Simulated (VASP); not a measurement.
# Ir (Im-3m) in VASP: further runs

Runs on Ir. Level: r2SCAN. Tasks: single point.

Everything below comes from runs of VASP 6.6.1. Logs are shortened: lines on timing, memory, paths and dates and some standing lists are left out, and cuts for length are marked.

### Step 1. The cell of the first run

It takes space group Im-3m (No. 229, cubic). Conventional cell: a = 2.959 Å, b = 2.959 Å, c = 2.959 Å, α = 90.00°, β = 90.00°, γ = 90.00°. Within 3.4 Å of Ir (site symmetry m-3m) lie 14 Ir at 2.56 to 2.96 Å.

### Step 2. Single point, r2SCAN (volume scaled by 0.88)

Input file POSCAR:

```
Ir
1.0
   -1.4796926786      1.4796926786      1.4796926786
    1.4796926786     -1.4796926786      1.4796926786
    1.4796926786      1.4796926786     -1.4796926786
Ir
1
Direct
    0.0000000000      0.0000000000      0.0000000000
```

Input file INCAR.step1:

```
ALGO = Normal ; EDIFF = 1E-4
ENCUT = 520 ; GGA = PE
ISMEAR = -1 ; LASPH = True
LCHARG = False ; LREAL = False
LWAVE = True ; NBANDS = 10
NELM = 60 ; PREC = Accurate
SIGMA = 0.1
```

Input file INCAR.step2:

```
ALGO = Normal ; EDIFF = 1E-6
ENCUT = 520 ; ISIF = 2
ISMEAR = -1 ; ISTART = 1
LASPH = True ; LCHARG = False
LMIXTAU = True ; LREAL = False
LWAVE = False ; METAGGA = R2SCAN
NBANDS = 10 ; NELM = 60
PREC = Accurate ; SIGMA = 0.1
```

Input file KPOINTS:

```
k-points
0
Gamma
  16 16 16
```

Potentials or basis: VASP PAW PBE potentials, release 64 (Ir).

Command:

```sh
$ cat potpaw_PBE.64/Ir/POTCAR > POTCAR
$ cp INCAR.step1 INCAR
$ mpirun -np 1 vasp_std > vasp.out
$ cp INCAR.step2 INCAR
$ mpirun -np 1 vasp_std > vasp.out
```

OUTCAR:

```text
EDIFF = 1E-6
   ENCUT = 520
   ISIF = 2
   ISMEAR = -1
   ISTART = 1
   LASPH = True
   LREAL = False
   METAGGA = R2SCAN
   NELM = 60
   PREC = Accurate

 ion  position               nearest neighbor table
   1  0.000  0.000  0.000-

  LATTYP: Found a body centered cubic cell.
 ALAT       =     2.9593853572

  Lattice vectors:

 A1 = (  -1.4796926786,   1.4796926786,   1.4796926786)
 A2 = (   1.4796926786,  -1.4796926786,   1.4796926786)
 A3 = (   1.4796926786,   1.4796926786,  -1.4796926786)

Analysis of symmetry for initial positions (statically):
=====================================================================
 Subroutine PRICEL returns:
 Original cell was already a primitive cell.

 Routine SETGRP: Setting up the symmetry group for a
 body centered cubic supercell.

 Subroutine GETGRP returns: Found 48 space group operations
 (whereof 48 operations were pure point group operations)
 out of a pool of 48 trial point group operations.

The static configuration has the point symmetry O_h .

Analysis of symmetry for dynamics (positions and initial velocities):
=====================================================================
 Subroutine PRICEL returns:
 Original cell was already a primitive cell.

 Routine SETGRP: Setting up the symmetry group for a
 body centered cubic supercell.

 Subroutine GETGRP returns: Found 48 space group operations
 (whereof 48 operations were pure point group operations)
 out of a pool of 48 trial point group operations.

The dynamic configuration has the point symmetry O_h .

 Subroutine INISYM returns: Found 48 space group operations
 (whereof 48 operations are pure point group operations),
 and found     1 'primitive' translations

----------------------------------------------------------------------------------------

                                     Primitive cell

  volume of cell :      12.9591

  direct lattice vectors                    reciprocal lattice vectors
    -1.479692679  1.479692679  1.479692679     0.000000000  0.337908004  0.337908004
     1.479692679 -1.479692679  1.479692679     0.337908004  0.000000000  0.337908004
     1.479692679  1.479692679 -1.479692679     0.337908004  0.337908004  0.000000000

  length of vectors
     2.562902899  2.562902899  2.562902899     0.477874083  0.477874083  0.477874083

  position of ions in fractional coordinates (direct lattice)
     0.000000000  0.000000000  0.000000000

  ion indices of the primitive-cell ions
   primitive index   ion index
                 1           1

----------------------------------------------------------------------------------------

 KPOINTS: k-points

Automatic generation of k-mesh.
 Grid dimensions read from file:
 generate k-points for:   16   16   16

 Generating k-lattice:

  Cartesian coordinates                     Fractional coordinates (reciprocal lattice)
     0.000000000  0.021119250  0.021119250     0.062500000  0.000000000  0.000000000
     0.021119250  0.000000000  0.021119250     0.000000000  0.062500000  0.000000000
     0.021119250  0.021119250  0.000000000     0.000000000  0.000000000  0.062500000

  Length of vectors
     0.029867130  0.029867130  0.029867130

  Shift w.r.t. Gamma in fractional coordinates (k-lattice)
     0.000000000  0.000000000  0.000000000

 Subroutine IBZKPT returns following result:
 ===========================================

 Found    145 irreducible k-points:

 Following reciprocal coordinates:
            Coordinates               Weight
  0.000000  0.000000  0.000000      1.000000
  0.062500  0.000000  0.000000     12.000000
  0.125000  0.000000  0.000000     12.000000
  0.187500  0.000000  0.000000     12.000000
  0.250000  0.000000  0.000000     12.000000
  0.312500  0.000000  0.000000     12.000000
[... 16 lines left out ...]
  0.187500  0.187500  0.000000     24.000000
  0.250000  0.187500 -0.000000     48.000000
 [... further k-points ...]
   k-points           NKPTS =    145   k-points in BZ     NKDIM =    145   number of bands    NBANDS=     10
   number of dos      NEDOS =    301   number of ions     NIONS =      1
   total plane-waves  NPLWV =   8000
   dimension x,y,z NGX =    20 NGY =   20 NGZ =   20
   dimension x,y,z NGXF=    40 NGYF=   40 NGZF=   40
   ions per type =               1
   NGX,Y,Z   is equivalent  to a cutoff of  12.97, 12.97, 12.97 a.u.
   NGXF,Y,Z  is equivalent  to a cutoff of  25.95, 25.95, 25.95 a.u.
 SYSTEM =  unknown system
   PREC   = accura    normal or accurate (medium, high low for compatibility)
   ISTART =      1    job   : 0-new  1-cont  2-samecut
   ICHARG =      0    charge: 1-file 2-atom 10-const
   ISPIN  =      1    spin polarized calculation?
   LNONCOLLINEAR =      F non collinear calculations
   LSORBIT =      F    spin-orbit coupling
   LASPH  =      T    aspherical Exc in radial PAW
   ENCUT  =  520.0 eV  38.22 Ry    6.18 a.u.   4.77  4.77  4.77*2*pi/ulx,y,z
   NELM   =     60;   NELMIN=  2; NELMDL=  0     # of ELM steps
   EDIFF  = 0.1E-05   stopping-criterion for ELM
   LREAL  =      F    real-space projection
   EDIFFG = 0.1E-04   stopping-criterion for IOM
   NSW    =      0    number of steps for IOM
   IBRION =     -1    ionic relax: 0-MD 1-quasi-New 2-CG
   NFREE  =      0    steps in history (QN), initial steepest desc. (CG)
   ISIF   =      2    stress and relaxation
   ISYM   =      2    0-nonsym 1-usesym 2-fastsym
   POTIM  = 0.5000    time-step for ionic-motion
   TEBEG  =    0.0;   TEEND  =   0.0 temperature during run
   PSTRESS=    0.0 pullay stress
   NELECT =       9.0000    total number of electrons
   NUPDOWN=      -1.0000    fix difference up-down
   EMIN   =  10.00;   EMAX   =-10.00  energy-range for DOS
   EFERMI =   0.00;   METHOD = LEGACY
   ISMEAR =    -1;   SIGMA  =   0.10  broadening in eV -4-tet -1-fermi 0-gaus
   EFERMI_NEDOS =   21; number of points for ismear=-14 and -15
   IALGO  =     38    algorithm
   IMIX   =      4    mixing-type and parameters
     AMIX     =   0.40;   BMIX     =  1.00
     AMIX_MAG =   1.60;   BMIX_MAG =  1.00
  volume/ion in A,a.u.               =      12.96        87.45
  Fermi-wavevector in a.u.,A,eV,Ry     =   1.449765  2.739658 28.596960  2.101817
  Thomas-Fermi vector in A             =   2.567454
   LORBIT       =      0    0 simple, 1 ext, 2 COOP (PROOUT), +10 PAW based schemes
   METAGGA = R2SCAN    functional components
   LHFCALC =     F    Hartree Fock is set to
   AEXX    =    0.0000 exact exchange contribution
   IVDW    =     0    specifies the selected vdW correction
   LEPSILON=     F    determine dielectric tensor
   LRPA    =     F    only Hartree local field effects (RPA)
 non-spin polarized calculation
  energy-cutoff  :      520.00
  volume of cell :       12.96
 maximum number of plane-waves:       370
   NGX =  9   NGY =  9   NGZ =  9

 number of electron       9.0000001 magnetization

 Free energy of the ion-electron system (eV)
  ---------------------------------------------------
  ext. energy  EPLUGINS =         0.00000000
  ---------------------------------------------------
  free energy    TOTEN  =       -51.39912417 eV

  energy without entropy =      -51.33638474  energy(sigma->0) =      -51.36775445

 E-fermi :  11.4648     XC(G=0): -15.9220

 val. band max:       11.4602663463   @ k =   0.3125   0.3125   0.0000
 cond. band min:      11.4789043101   @ k =  -0.3750  -0.3750   0.1250
 fundamental gap:      0.0186379638
 Fermi energy:        11.4647686289

 k-point     1 :       0.0000    0.0000    0.0000
  band No.  band energies     occupation
      1      -0.7406      2.00000
      2       7.0809      2.00000
      3       7.0809      2.00000
      4       7.0809      2.00000
      5      10.7366      1.99863
      6      10.7366      1.99863
      7      29.3732      0.00000
      8      29.3732      0.00000
      9      29.3732      0.00000
     10      42.2236      0.00000

 k-point     2 :       0.0625    0.0000    0.0000
  band No.  band energies     occupation
      1      -0.5290      2.00000
      2       6.9760      2.00000
      3       7.0727      2.00000
      4       7.2750      2.00000
      5      10.5873      1.99969
      6      10.7432      1.99853
      7      29.5120      0.00000
      8      29.7099      0.00000
      9      29.7201      0.00000
     10      40.4804      0.00000

 k-point     3 :       0.1250    0.0000    0.0000
  band No.  band energies     occupation
      1       0.0751      2.00000
      2       6.6880      2.00000
      3       7.0232      2.00000
      4       7.8476      2.00000
      5      10.2714      1.99999
      6      10.7694      1.99809
      7      29.7860      0.00000
      8      30.4723      0.00000
      9      30.6866      0.00000
     10      38.3369      0.00000

 k-point     4 :       0.1875    0.0000    0.0000
  band No.  band energies     occupation
      1       0.9620      2.00000
      2       6.2827      2.00000
      3       6.9217      2.00000
      4       8.7672      2.00000
      5      10.0596      2.00000
      6      10.8296      1.99652
      7      29.7154      0.00000
      8      30.6722      0.00000
      9      32.2142      0.00000
     10      37.1967      0.00000
[... 222 lines left out ...]
 k-point    22 :       0.4375    0.1250   -0.0000
  band No.  band energies     occupation
      1       2.9740      2.00000
      2       4.9941      2.00000
      3       9.1234      2.00000
      4      10.4849      1.99989
      5      12.1331      0.00250
      6      16.0900      0.00000
      7      20.8496      0.00000
      8      25.8935      0.00000
      9      29.5492      0.00000
     10      38.2200      0.00000

 k-point    23 :       0.1875    0.1875    0.0000
  band No.  band energies     occupation
      1       3.2081      2.00000
      2       5.7627      2.00000
      3       6.1423      2.00000
      4       9.8273      2.00000
      5      11.3697      1.44265
      6      12.4996      0.00006
      7      26.8478      0.00000
      8      29.0653      0.00000
      9      32.2330      0.00000
     10      33.8429      0.00000

 k-point    24 :       0.2500    0.1875   -0.0000
  band No.  band energies     occupation
      1       3.6144      2.00000
      2       5.4743      2.00000
      3       6.6283      2.00000
      4      10.0713      2.00000
      5      11.4878      0.88517
      6      14.2686      0.00000
      7      24.6705      0.00000
      8      27.7588      0.00000
      9      30.8001      0.00000
     10      35.0167      0.00000

 [... further k-points ...]

------------------------ aborting loop because EDIFF is reached ----------------------------------------

  FORCE on cell =-STRESS in cart. coord.  units (eV):
  Direction    XX          YY          ZZ          XY          YZ          ZX
  --------------------------------------------------------------------------------------
  -------------------------------------------------------------------------------------
  Total        5.1017489      5.1017489      5.1017489      0.0000000      0.0000000      0.0000000
  in kB      630.7468613    630.7468613    630.7468613      0.0000000      0.0000000      0.0000000
  external PRESSURE =     630.7468613 kB  Pullay stress =       0.0000000 kB

 VOLUME and BASIS-vectors are now :
 -----------------------------------------------------------------------------
  energy-cutoff  :      520.00
  volume of cell :       12.96
      direct lattice vectors                 reciprocal lattice vectors
    -1.479692679  1.479692679  1.479692679     0.000000000  0.337908004  0.337908004
     1.479692679 -1.479692679  1.479692679     0.337908004  0.000000000  0.337908004
     1.479692679  1.479692679 -1.479692679     0.337908004  0.337908004  0.000000000

 POSITION                                       TOTAL-FORCE (eV/Angst)
 -----------------------------------------------------------------------------------
      0.00000      0.00000      0.00000         0.000000     -0.000000      0.000000
 -----------------------------------------------------------------------------------
    total drift:                               -0.000000     -0.000000      0.000000

  FREE ENERGIE OF THE ION-ELECTRON SYSTEM (eV)
  ---------------------------------------------------
  free  energy   TOTEN  =       -51.3991241671 eV

  energy  without entropy=      -51.3363847362  energy(sigma->0) =      -51.36775445
```

Run time: 1.8 min. Hardware: 1 thread of AMD EPYC 7R43 (Zen 3), shared host; peak memory 0.11 GiB.

Results:

```yaml
Free_energy: -51.3991 eV
Pressure: 63.1 GPa
```

Levels at points of the mesh, in eV from the Fermi level:
| k point | band 2 | band 3 | band 4 | band 5 | band 6 | band 7 |
| --- | --- | --- | --- | --- | --- | --- |
| (0.00, 0.00, 0.00) | -4.38 | -4.38 | -4.38 | -0.73 | -0.73 | 17.91 |
| (0.50, 0.00, 0.00) | -6.65 | -0.86 | -0.18 | -0.04 | 2.87 | 9.87 |
| (0.50, 0.50, 0.50) | -8.73 | 1.97 | 1.97 | 1.97 | 8.93 | 8.93 |

Caveat: the PAW data sets were made with another functional, which shifts forces and pressure a little; spin-orbit coupling is left out, which moves the levels of the heavy elements.

### Step 3. Single point, r2SCAN (volume scaled by 0.92)

Input file POSCAR:

```
Ir
1.0
   -1.5017809004      1.5017809004      1.5017809004
    1.5017809004     -1.5017809004      1.5017809004
    1.5017809004      1.5017809004     -1.5017809004
Ir
1
Direct
    0.0000000000      0.0000000000      0.0000000000
```

Input file INCAR.step1:

```
ALGO = Normal
EDIFF = 1E-4
ENCUT = 520
GGA = PE
ISMEAR = -1
LASPH = True
LCHARG = False
LREAL = False
LWAVE = True
NBANDS = 10
NELM = 80
PREC = Accurate
SIGMA = 0.1
```

Input file INCAR.step2:

```
ALGO = Normal
EDIFF = 1E-7
ENCUT = 520
ISIF = 2
ISMEAR = -1
ISTART = 1
LASPH = True
LCHARG = False
LMIXTAU = True
LREAL = False
LWAVE = False
METAGGA = R2SCAN
NBANDS = 10
NELM = 80
PREC = Accurate
SIGMA = 0.1
```

KPOINTS is that of step 2.

Potentials or basis: VASP PAW PBE potentials, release 64 (Ir).

Command:

```sh
$ cat potpaw_PBE.64/Ir/POTCAR > POTCAR
$ cp INCAR.step1 INCAR
$ mpirun -np 1 vasp_std > vasp.out
$ cp INCAR.step2 INCAR
$ mpirun -np 1 vasp_std > vasp.out
```

OUTCAR:

```text
EDIFF = 1E-7
   ENCUT = 520
   ISIF = 2
   ISMEAR = -1
   ISTART = 1
   LASPH = True
   LREAL = False
   METAGGA = R2SCAN
   NELM = 80
   PREC = Accurate

 ion  position               nearest neighbor table
   1  0.000  0.000  0.000-

  LATTYP: Found a body centered cubic cell.
 ALAT       =     3.0035618008

  Lattice vectors:

 A1 = (  -1.5017809004,   1.5017809004,   1.5017809004)
[... 489 lines left out ...]
      8      26.5062      0.00000
      9      29.5280      0.00000
     10      33.8774      0.00000

 [... further k-points ...]

------------------------ aborting loop because EDIFF is reached ----------------------------------------

  FORCE on cell =-STRESS in cart. coord.  units (eV):
  Direction    XX          YY          ZZ          XY          YZ          ZX
  --------------------------------------------------------------------------------------
  -------------------------------------------------------------------------------------
  Total        3.2020159      3.2020159      3.2020159     -0.0000000      0.0000000     -0.0000000
  in kB      378.6642795    378.6642795    378.6642795     -0.0000000      0.0000000     -0.0000000
  external PRESSURE =     378.6642795 kB  Pullay stress =       0.0000000 kB

 VOLUME and BASIS-vectors are now :
 -----------------------------------------------------------------------------
  energy-cutoff  :      520.00
  volume of cell :       13.55
      direct lattice vectors                 reciprocal lattice vectors
    -1.501780900  1.501780900  1.501780900     0.000000000  0.332938047  0.332938047
     1.501780900 -1.501780900  1.501780900     0.332938047  0.000000000  0.332938047
     1.501780900  1.501780900 -1.501780900     0.332938047  0.332938047  0.000000000

 POSITION                                       TOTAL-FORCE (eV/Angst)
 -----------------------------------------------------------------------------------
      0.00000      0.00000      0.00000        -0.000000     -0.000000     -0.000000
 -----------------------------------------------------------------------------------
    total drift:                                0.000000     -0.000000      0.000000

  FREE ENERGIE OF THE ION-ELECTRON SYSTEM (eV)
  ---------------------------------------------------
  free  energy   TOTEN  =       -51.5829374645 eV

  energy  without entropy=      -51.5165912854  energy(sigma->0) =      -51.54976437
```

OSZICAR.step1:

```text
N       E                     dE             d eps       ncg     rms          rms(c)
DAV:   1     0.491497038292E+02    0.49150E+02   -0.43790E+03  2908   0.824E+02
DAV:   2    -0.757537753571E+01   -0.56725E+02   -0.54496E+02  3012   0.200E+02
DAV:   3    -0.848463405128E+01   -0.90926E+00   -0.90259E+00  3296   0.304E+01
DAV:   4    -0.849298750618E+01   -0.83535E-02   -0.83509E-02  3314   0.273E+00
DAV:   5    -0.849315086589E+01   -0.16336E-03   -0.16336E-03  3384   0.367E-01    0.185E+01
DAV:   6    -0.815355458895E+01    0.33960E+00   -0.50845E-01  3250   0.879E+00    0.877E+00
DAV:   7    -0.807267938037E+01    0.80875E-01   -0.22772E-01  3522   0.538E+00    0.169E+00
DAV:   8    -0.806991263866E+01    0.27667E-02   -0.13352E-02  3208   0.171E+00    0.131E+00
DAV:   9    -0.806745243773E+01    0.24602E-02   -0.14676E-03  3194   0.568E-01    0.245E-02
DAV:  10    -0.806745771164E+01   -0.52739E-05   -0.46816E-06  1668   0.198E-02
   1 F= -.80674577E+01 E0= -.80332243E+01  d E =-.684668E-01
```

It took 2.4 min on 1 thread of AMD EPYC 7R43 (Zen 3), shared host; peak memory 0.11 GiB.

Results:

- Free energy: -51.5829 eV
- Pressure: 37.9 GPa

Caveat: the PAW data sets were made with another functional, which shifts forces and pressure a little; spin-orbit coupling is left out, which moves the levels of the heavy elements.
